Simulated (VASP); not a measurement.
# CdS in VASP: notebook, part 2 of 2

VASP 6.6.1. Earlier steps stand in the parts before.

## Step 3: Single point, BLYP+D4

This run uses another cell than the first one, of 21.13 Å³/atom, 1.013 times its volume.

File INCAR:

```
SYSTEM = CdS
AGGAC = 1.0
AGGAX = 1.0
ALDAC = 0.0
ALDAX = 1.0
ALGO = Normal
EDIFF = 1E-7
ENCUT = 520
GGA = B5
ISIF = 2
ISMEAR = -1
IVDW = 13
LASPH = .True.
LCHARG = .True.
LELF = .True.
LREAL = .False.
LVHAR = .True.
LWAVE = .False.
NBANDS = 16
NELM = 100
PREC = Accurate
SIGMA = 0.05
VDW_A1 = 0.44488865
VDW_A2 = 4.0933009
VDW_S6 = 1.0
VDW_S8 = 2.34076671
```

File KPOINTS:

```
k-points
0
Gamma
  7 7 5
  0 0 0
```

File POSCAR:

```
CdS
1.0
    3.7571953955      0.0000000000      0.0000000000
   -1.8785976978      3.2538266595      0.0000000000
    0.0000000000      0.0000000000      3.4565941379
Cd S
1 1
Direct
    0.0000000000      0.0000000000      0.6875210294
    0.6666666667      0.3333333333      0.1894789706
```

Potentials or basis: VASP PAW PBE potentials, release 64 (Cd, S).

Launch:

```sh
$ cat potpaw_PBE.64/Cd/POTCAR potpaw_PBE.64/S/POTCAR > POTCAR
$ mpirun -np 1 vasp_std > vasp.out
```

OUTCAR:

```text
SYSTEM = CdS
   EDIFF = 1E-7
   ENCUT = 520
   GGA = B5
   ISIF = 2
   ISMEAR = -1
   IVDW = 13
   LASPH = .True.
   LREAL = .False.
   NELM = 100
   PREC = Accurate

 ion  position               nearest neighbor table
   1  0.000  0.000  0.688-   2 2.77   2 2.77   2 2.77   2 2.78   2 2.78   2 2.78
   2  0.667  0.333  0.189-   1 2.77   1 2.77   1 2.77   1 2.78   1 2.78   1 2.78

  LATTYP: Found a hexagonal cell.
 ALAT       =     3.7571953955
 C/A-ratio  =     0.9199931795

  Lattice vectors:

 A1 = (   3.7571953955,   0.0000000000,   0.0000000000)
 A2 = (  -1.8785976978,   3.2538266595,   0.0000000000)
 A3 = (   0.0000000000,   0.0000000000,   3.4565941379)

Analysis of symmetry for initial positions (statically):
=====================================================================
 Subroutine PRICEL returns:
 Original cell was already a primitive cell.

 Routine SETGRP: Setting up the symmetry group for a
 hexagonal supercell.

 Subroutine GETGRP returns: Found  6 space group operations
 (whereof  6 operations were pure point group operations)
 out of a pool of 24 trial point group operations.

The static configuration has the point symmetry C_3v.

Analysis of symmetry for dynamics (positions and initial velocities):
=====================================================================
 Subroutine PRICEL returns:
 Original cell was already a primitive cell.

 Routine SETGRP: Setting up the symmetry group for a
 hexagonal supercell.

 Subroutine GETGRP returns: Found  6 space group operations
 (whereof  6 operations were pure point group operations)
 out of a pool of 24 trial point group operations.

The dynamic configuration has the point symmetry C_3v.

 Subroutine INISYM returns: Found  6 space group operations
 (whereof  6 operations are pure point group operations),
 and found     1 'primitive' translations

----------------------------------------------------------------------------------------

                                     Primitive cell

  volume of cell :      42.2578

  direct lattice vectors                    reciprocal lattice vectors
     3.757195396  0.000000000  0.000000000     0.266155974  0.153665223  0.000000000
    -1.878597698  3.253826660  0.000000000     0.000000000  0.307330446  0.000000000
     0.000000000  0.000000000  3.456594138     0.000000000  0.000000000  0.289302117

  length of vectors
     3.757195396  3.757195396  3.456594138     0.307330446  0.307330446  0.289302117

  position of ions in fractional coordinates (direct lattice)
     0.000000000  0.000000000  0.687521029
     0.666666667  0.333333333  0.189478971

  ion indices of the primitive-cell ions
   primitive index   ion index
                 1           1
                 2           2

----------------------------------------------------------------------------------------

 KPOINTS: k-points

Automatic generation of k-mesh.
 Grid dimensions read from file:
 generate k-points for:    7    7    5

 Generating k-lattice:

  Cartesian coordinates                     Fractional coordinates (reciprocal lattice)
     0.038022282  0.021952175  0.000000000     0.142857143  0.000000000  0.000000000
     0.000000000  0.043904349  0.000000000     0.000000000  0.142857143  0.000000000
     0.000000000  0.000000000  0.057860423     0.000000000  0.000000000  0.200000000

  Length of vectors
     0.043904349  0.043904349  0.057860423

  Shift w.r.t. Gamma in fractional coordinates (k-lattice)
     0.000000000  0.000000000  0.000000000

 Subroutine IBZKPT returns following result:
 ===========================================

 Found     32 irreducible k-points:

 Following reciprocal coordinates:
            Coordinates               Weight
  0.000000  0.000000  0.000000      1.000000
  0.142857  0.000000  0.000000      6.000000
  0.285714  0.000000  0.000000      6.000000
  0.428571  0.000000  0.000000      6.000000
  0.142857  0.142857  0.000000      6.000000
  0.285714  0.142857  0.000000     12.000000
[... 16 lines left out ...]
  0.000000  0.142857  0.400000      6.000000
  0.285714  0.000000  0.400000      6.000000
 [... further k-points ...]
   k-points           NKPTS =     32   k-points in BZ     NKDIM =     32   number of bands    NBANDS=     16
   number of dos      NEDOS =    301   number of ions     NIONS =      2
   total plane-waves  NPLWV =  21952
   dimension x,y,z NGX =    28 NGY =   28 NGZ =   28
   dimension x,y,z NGXF=    56 NGYF=   56 NGZF=   56
   ions per type =               1   1
   NGX,Y,Z   is equivalent  to a cutoff of  12.39, 12.39, 13.47 a.u.
   NGXF,Y,Z  is equivalent  to a cutoff of  24.78, 24.78, 26.93 a.u.
 SYSTEM =  CdS
   PREC   = accura    normal or accurate (medium, high low for compatibility)
   ISTART =      0    job   : 0-new  1-cont  2-samecut
   ICHARG =      2    charge: 1-file 2-atom 10-const
   ISPIN  =      1    spin polarized calculation?
   LNONCOLLINEAR =      F non collinear calculations
   LSORBIT =      F    spin-orbit coupling
   LASPH  =      T    aspherical Exc in radial PAW
   ENCUT  =  520.0 eV  38.22 Ry    6.18 a.u.   6.99  6.99  6.43*2*pi/ulx,y,z
   NELM   =    100;   NELMIN=  2; NELMDL= -5     # of ELM steps
   EDIFF  = 0.1E-06   stopping-criterion for ELM
   LREAL  =      F    real-space projection
   EDIFFG = 0.1E-05   stopping-criterion for IOM
   NSW    =      0    number of steps for IOM
   IBRION =     -1    ionic relax: 0-MD 1-quasi-New 2-CG
   NFREE  =      0    steps in history (QN), initial steepest desc. (CG)
   ISIF   =      2    stress and relaxation
   ISYM   =      2    0-nonsym 1-usesym 2-fastsym
   POTIM  = 0.5000    time-step for ionic-motion
   TEBEG  =    0.0;   TEEND  =   0.0 temperature during run
   PSTRESS=    0.0 pullay stress
   NELECT =      18.0000    total number of electrons
   NUPDOWN=      -1.0000    fix difference up-down
   EMIN   =  10.00;   EMAX   =-10.00  energy-range for DOS
   EFERMI =   0.00;   METHOD = LEGACY
   ISMEAR =    -1;   SIGMA  =   0.05  broadening in eV -4-tet -1-fermi 0-gaus
   EFERMI_NEDOS =   21; number of points for ismear=-14 and -15
   IALGO  =     38    algorithm
   IMIX   =      4    mixing-type and parameters
     AMIX     =   0.40;   BMIX     =  1.00
     AMIX_MAG =   1.60;   BMIX_MAG =  1.00
  volume/ion in A,a.u.               =      21.13       142.58
  Fermi-wavevector in a.u.,A,eV,Ry     =   1.231771  2.327711 20.643588  1.517261
  Thomas-Fermi vector in A             =   2.366568
   LORBIT       =      0    0 simple, 1 ext, 2 COOP (PROOUT), +10 PAW based schemes
   GGA     = B5    functional components
   LHFCALC =     F    Hartree Fock is set to
   AEXX    =    0.0000 exact exchange contribution
   IVDW    =    13    specifies the selected vdW correction
   LEPSILON=     F    determine dielectric tensor
   LRPA    =     F    only Hartree local field effects (RPA)
 non-spin polarized calculation
  energy-cutoff  :      520.00
  volume of cell :       42.26
 maximum number of plane-waves:      1154
   NGX = 13   NGY = 13   NGZ = 13

 number of electron      17.9999997 magnetization

 Free energy of the ion-electron system (eV)
  ---------------------------------------------------
  ext. energy  EPLUGINS =         0.00000000
  ---------------------------------------------------
  free energy    TOTEN  =        -4.32539729 eV

  energy without entropy =       -4.32392718  energy(sigma->0) =       -4.32466223

 E-fermi :   3.6495     XC(G=0):  -9.6602

 val. band max:        3.5481998655   @ k =   0.2857   0.2857   0.0000
 cond. band min:       4.0195591767   @ k =   0.4286   0.1429   0.4000
 fundamental gap:      0.4713593112
 Fermi energy:         3.6494603822

 k-point     1 :       0.0000    0.0000    0.0000
  band No.  band energies     occupation
      1      -9.5027      2.00000
      2      -4.9547      2.00000
      3      -4.8662      2.00000
      4      -4.8662      2.00000
      5      -4.5283      2.00000
      6      -4.5283      2.00000
[... 8 lines left out ...]
     15      15.7510      0.00000
     16      17.3055      0.00000
[... 419 lines left out ...]
 k-point    24 :       0.2857    0.0000    0.4000
  band No.  band energies     occupation
      1      -8.4283      2.00000
      2      -4.9299      2.00000
      3      -4.8439      2.00000
      4      -4.6164      2.00000
      5      -4.5297      2.00000
      6      -4.4753      2.00000
[... 8 lines left out ...]
     15      15.6060      0.00000
     16      17.1734      0.00000

 [... further k-points ...]

------------------------ aborting loop because EDIFF is reached ----------------------------------------

  DFT-D4 for vdW energy calculation

  Edisp (eV):   -1.41423

  FORCE on cell =-STRESS in cart. coord.  units (eV):
  Direction    XX          YY          ZZ          XY          YZ          ZX
  --------------------------------------------------------------------------------------
  -------------------------------------------------------------------------------------
  Total       0.11535     0.11535     0.14345    -0.00000     0.00000     0.00000
  in kB       4.37328     4.37328     5.43877    -0.00000     0.00000     0.00000
  external pressure =        4.73 kB  Pullay stress =        0.00 kB

 VOLUME and BASIS-vectors are now :
 -----------------------------------------------------------------------------
  energy-cutoff  :      520.00
  volume of cell :       42.26
      direct lattice vectors                 reciprocal lattice vectors
     3.757195396  0.000000000  0.000000000     0.266155974  0.153665223  0.000000000
    -1.878597698  3.253826660  0.000000000     0.000000000  0.307330446  0.000000000
     0.000000000  0.000000000  3.456594138     0.000000000  0.000000000  0.289302117

 POSITION                                       TOTAL-FORCE (eV/Angst)
 -----------------------------------------------------------------------------------
      0.00000      0.00000      2.37648         0.000000     -0.000000      0.006967
      1.87860      1.08461      0.65495        -0.000000      0.000000     -0.006967
 -----------------------------------------------------------------------------------
    total drift:                               -0.000000      0.000000      0.000052

  FREE ENERGIE OF THE ION-ELECTRON SYSTEM (eV)
  ---------------------------------------------------
  free  energy   TOTEN  =        -5.7396257707 eV

  energy  without entropy=       -5.7381556623  energy(sigma->0) =       -5.73889072
```

stdout:

```text
POSCAR found type information on POSCAR CdS
 POSCAR found :  2 types and       2 ions
 scaLAPACK will be used
 -----------------------------------------------------------------------------
|                                                                             |
|                                                                             |
|     You enforced a specific xc type in the INCAR file but a different       |
|     I HOPE YOU KNOW WHAT YOU ARE DOING!                                     |
|                                                                             |
 -----------------------------------------------------------------------------

 LDA part: xc-table for (Slater(with rela. corr.)+VWN5), standard interpolation
 POSCAR, INCAR and KPOINTS ok, starting setup
 FFT: planning ... GRIDC
 FFT: planning ... GRID_SOFT
 FFT: planning ... GRID
 WAVECAR not read
 entering main loop
```

It took 24 s on 1 thread of Intel Xeon Platinum 8488C (Sapphire Rapids), shared host; peak memory 0.16 GiB.

What came out:

| Item | Value |
| --- | --- |
| Free energy | -5.7396 eV |
| Pressure | 0.5 GPa |
| Largest force | 0.007 eV/Å |
| Band gap on the k mesh | zero (band 9 reaches 3.55 eV, above the bottom of band 10 at 3.35 eV) |
| Dispersion energy per atom | -0.707 eV |

Forces in eV/Å, atoms in the order of the input:
```
Cd   0.000  0.000  0.007
S    0.000  0.000 -0.007
```

Stress tensor (GPa, compression positive):
```
0.44 0.00 0.00
0.00 0.44 0.00
0.00 0.00 0.54
```

Caveat: the k points lie up to 0.36 Å⁻¹ apart; the PAW data sets were made with another functional, which shifts forces and pressure a little; pairwise dispersion overbinds metals, which lowers pressure and volume.
